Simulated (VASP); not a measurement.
# Zr2N (P4_2/mnm) in VASP: a series of runs, part 2 of 2

VASP 6.6.1.

## (4) Single point, r2SCAN

This run uses another cell than the first one, of 16.42 Å³/atom.

Input file POSCAR:

```
Zr2N
1.0
    5.4497570808      0.0000000000      0.0000000000
    0.0000000000      5.4497570808      0.0000000000
    0.0000000000      0.0000000000      3.3166873908
Zr N
4 2
Direct
    0.2969675896      0.2969675896      0.0000000000
    0.7030324104      0.7030324104      0.0000000000
    0.7969675896      0.2030324104      0.5000000000
    0.2030324104      0.7969675896      0.5000000000
    0.0000000000      0.0000000000      0.0000000000
    0.5000000000      0.5000000000      0.5000000000
```

Input file INCAR.step1:

```
SYSTEM = Zr2N
PREC = Accurate
ENCUT = 520
ISMEAR = 0
SIGMA = 0.1
LREAL = .FALSE.
LASPH = .TRUE.
NELM = 100
NBANDS = 38
GGA = PE
ALGO = Normal
EDIFF = 1E-4
LWAVE = .TRUE.
LCHARG = .FALSE.
KPAR = 2
```

Input file INCAR.step2:

```
SYSTEM = Zr2N
PREC = Accurate
ENCUT = 520
EDIFF = 1E-7
ISMEAR = 0
SIGMA = 0.1
LREAL = .FALSE.
LASPH = .TRUE.
NELM = 100
ALGO = Normal
ISIF = 2
LWAVE = .FALSE.
LCHARG = .FALSE.
METAGGA = R2SCAN
LMIXTAU = .TRUE.
NBANDS = 38
ISTART = 1
KPAR = 2
```

Input file KPOINTS:

```
Automatic mesh
0
G
  8 8 10
  0 0 0
```

Potentials or basis: VASP PAW PBE potentials, release 64 (Zr_sv, N).

Started as:

```console
cat potpaw_PBE.64/Zr_sv/POTCAR potpaw_PBE.64/N/POTCAR > POTCAR
cp INCAR.step1 INCAR
mpirun -np 2 vasp_std > vasp.out
cp INCAR.step2 INCAR
mpirun -np 2 vasp_std > vasp.out
```

OUTCAR:

```text
SYSTEM = Zr2N
   PREC = Accurate
   ENCUT = 520
   EDIFF = 1E-7
   ISMEAR = 0
   LREAL = .FALSE.
   LASPH = .TRUE.
   NELM = 100
   ISIF = 2
   METAGGA = R2SCAN
   ISTART = 1

 ion  position               nearest neighbor table
   1  0.297  0.297  0.000-   6 2.28   6 2.28   5 2.29   2 3.13   4 3.23   3 3.23   4 3.23   3 3.23
                             4 3.23   4 3.23   3 3.23   3 3.23
   2  0.703  0.703  0.000-   6 2.28   6 2.28   5 2.29   1 3.13   4 3.23   3 3.23   4 3.23   3 3.23
                             3 3.23   3 3.23   4 3.23   4 3.23
   3  0.797  0.203  0.500-   5 2.28   5 2.28   6 2.29   4 3.13   1 3.23   1 3.23   2 3.23   2 3.23
                             2 3.23   2 3.23   1 3.23   1 3.23
   4  0.203  0.797  0.500-   5 2.28   5 2.28   6 2.29   3 3.13   1 3.23   1 3.23   2 3.23   2 3.23
                             1 3.23   1 3.23   2 3.23   2 3.23
   5  0.000  0.000  0.000-   3 2.28   4 2.28   3 2.28   4 2.28   1 2.29   2 2.29
   6  0.500  0.500  0.500-   1 2.28   2 2.28   1 2.28   2 2.28   3 2.29   4 2.29

  LATTYP: Found a simple tetragonal cell.
 ALAT       =     5.4497570808
 C/A-ratio  =     0.6085936202

  Lattice vectors:

 A1 = (   5.4497570808,   0.0000000000,   0.0000000000)
 A2 = (   0.0000000000,   5.4497570808,   0.0000000000)
 A3 = (   0.0000000000,   0.0000000000,   3.3166873908)

Analysis of symmetry for initial positions (statically):
=====================================================================
 Subroutine PRICEL returns:
 Original cell was already a primitive cell.

 Routine SETGRP: Setting up the symmetry group for a
 simple tetragonal supercell.

 Subroutine GETGRP returns: Found 16 space group operations
 (whereof  8 operations were pure point group operations)
 out of a pool of 16 trial point group operations.

The static configuration has the point symmetry D_2h.
 The point group associated with its full space group is D_4h.

Analysis of symmetry for dynamics (positions and initial velocities):
[... 143 lines left out ...]
  Thomas-Fermi vector in A             =   2.497772
   LORBIT       =      0    0 simple, 1 ext, 2 COOP (PROOUT), +10 PAW based schemes
   METAGGA = R2SCAN    functional components
   LHFCALC =     F    Hartree Fock is set to
   AEXX    =    0.0000 exact exchange contribution
   IVDW    =     0    specifies the selected vdW correction
   LEPSILON=     F    determine dielectric tensor
   LRPA    =     F    only Hartree local field effects (RPA)
 non-spin polarized calculation
 Gauss-broadening in eV      SIGMA  =   0.10
  energy-cutoff  :      520.00
  volume of cell :       98.51
 maximum number of plane-waves:      2676
 NGX is ok and might be reduce to    42
   NGX = 21   NGY = 21   NGZ = 13

 number of electron      58.0000001 magnetization

 Free energy of the ion-electron system (eV)
  ---------------------------------------------------
  ext. energy  EPLUGINS =         0.00000000
  ---------------------------------------------------
  free energy    TOTEN  =      -117.73317826 eV

  energy without entropy =     -117.72277478  energy(sigma->0) =     -117.72797652

 E-fermi :   9.5788     XC(G=0): -12.4595

 val. band max:        9.5655076267   @ k =   0.3750   0.3750   0.2000
 cond. band min:       9.5926749510   @ k =   0.1250   0.0000   0.2000
 fundamental gap:      0.0271673244
 Fermi energy:         9.5788493140

 k-point     1 :       0.0000    0.0000    0.0000
  band No.  band energies     occupation
      1     -40.9518      2.00000
      2     -40.8161      2.00000
      3     -40.8161      2.00000
      4     -40.7614      2.00000
      5     -19.1209      2.00000
      6     -18.5644      2.00000
[... 973 lines left out ...]
     37      13.2092      0.00000
     38      13.2092      0.00000

 [... further k-points ...]

------------------------ aborting loop because EDIFF is reached ----------------------------------------

  FORCE on cell =-STRESS in cart. coord.  units (eV):
  Direction    XX          YY          ZZ          XY          YZ          ZX
  --------------------------------------------------------------------------------------
  -------------------------------------------------------------------------------------
  Total       -1.7727075     -1.7727075     -1.7580258      0.0000000      0.0000000      0.0000000
  in kB      -28.8329346    -28.8329346    -28.5941372      0.0000000      0.0000000      0.0000000
  external PRESSURE =     -28.7533355 kB  Pullay stress =       0.0000000 kB

 VOLUME and BASIS-vectors are now :
 -----------------------------------------------------------------------------
  energy-cutoff  :      520.00
  volume of cell :       98.51
      direct lattice vectors                 reciprocal lattice vectors
     5.449757081  0.000000000  0.000000000     0.183494417  0.000000000  0.000000000
     0.000000000  5.449757081  0.000000000     0.000000000  0.183494417  0.000000000
     0.000000000  0.000000000  3.316687391     0.000000000  0.000000000  0.301505654

 POSITION                                       TOTAL-FORCE (eV/Angst)
 -----------------------------------------------------------------------------------
      1.61840      1.61840      0.00000        -0.003797     -0.003797     -0.000000
      3.83136      3.83136      0.00000         0.003797      0.003797      0.000000
      4.34328      1.10648      1.65834        -0.003797      0.003797      0.000000
      1.10648      4.34328      1.65834         0.003797     -0.003797     -0.000000
      0.00000      0.00000      0.00000         0.000000      0.000000      0.000000
      2.72488      2.72488      1.65834         0.000000      0.000000      0.000000
 -----------------------------------------------------------------------------------
    total drift:                                0.000000     -0.000000      0.000000

  FREE ENERGIE OF THE ION-ELECTRON SYSTEM (eV)
  ---------------------------------------------------
  free  energy   TOTEN  =      -117.7331782606 eV

  energy  without entropy=     -117.7227747780  energy(sigma->0) =     -117.72797652
```

Wall time 4.3 min (2 MPI ranks of Intel Xeon 6975P-C (Granite Rapids), shared host); peak memory 0.39 GiB.

Results:

- Free energy: -117.7332 eV
- Pressure: -2.9 GPa
- Largest force: 0.005 eV/Å
- Band gap on the k mesh: zero (bands 29 and 30 overlap by 2.58 eV)

Forces on the atoms (eV/Å):
```
Zr  -0.004 -0.004  0.000
Zr   0.004  0.004  0.000
Zr  -0.004  0.004  0.000
Zr   0.004 -0.004  0.000
N    0.000  0.000  0.000
N    0.000  0.000  0.000
```

Caveat: the PAW data sets were made with another functional, which shifts forces and pressure a little.

## (5) Summary

| cell | gap on the mesh (eV) | pressure (GPa) | largest force (eV/Å) |
| --- | --- | --- | --- |
| a = 5.387, b = 5.387, c = 3.285 Å, 6 atoms, atomic positions A | none | 3.2 | 0.01 |
| a = 5.417, b = 5.417, c = 3.300 Å, 6 atoms, atomic positions B | none | 0.1 | 0.01 |
| a = 5.450, b = 5.450, c = 3.317 Å, 6 atoms, atomic positions C | none | -2.9 | 0.01 |

Alike in all rows: task single point; level r2SCAN; potentials or basis VASP PAW PBE potentials, release 64 (Zr_sv, N); no spin polarisation; k mesh 8 × 8 × 10; cutoff (eV) 520; smearing gaussian 0.1 eV.

Caveats: the PAW data sets were made with another functional, which shifts forces and pressure a little; the cell stands under pressure (at least some runs).

Absolute energies hang on the potentials; compare differences alone.

The gap in the log of VASP goes by the Fermi energy; the results here count the filled bands.